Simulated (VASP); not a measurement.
Mg15Ge8 (a cell with a defect), 23 atoms in the cell. The cell holds a defect, 23 atoms: a = 9.035 Å, b = 9.035 Å, c = 9.035 Å, α = 60.00°, β = 60.00°, γ = 60.00°. 

| Property | Result |
| --- | --- |
| Program | VASP 6.6.1 |
| Task | single point |
| Functional | PBE |
| Potentials or basis | VASP PAW PBE potentials, release 64 (Ge_d, Mg) |
| Cutoff | 520 eV |
| k mesh | 2 × 2 × 2 |
| Occupations | fermi-dirac, width 0.05 eV |
| Spin | no spin polarisation |
| Dipole correction | no |
| Further INCAR settings | LREAL = Auto; ALGO = Normal; EDIFF = 1e-07; NBANDS = 88 |

Potentials or basis: VASP PAW PBE potentials, release 64 (Ge_d, Mg).

Command:

```sh
$ cat potpaw_PBE.64/Ge_d/POTCAR potpaw_PBE.64/Mg/POTCAR > POTCAR
$ mpirun -np 1 vasp_std > vasp.out
```

Hardware: 1 thread of Intel(R) Xeon(R) Platinum 8488C (Sapphire Rapids) (shared host).

Q: How long does it take, and how much memory?

A: Wall time 10 min on 1 thread of Intel(R) Xeon(R) Platinum 8488C (Sapphire Rapids), with other jobs on the host, peak memory 0.79 GiB. Counts: scf iterations 17, k points 8.
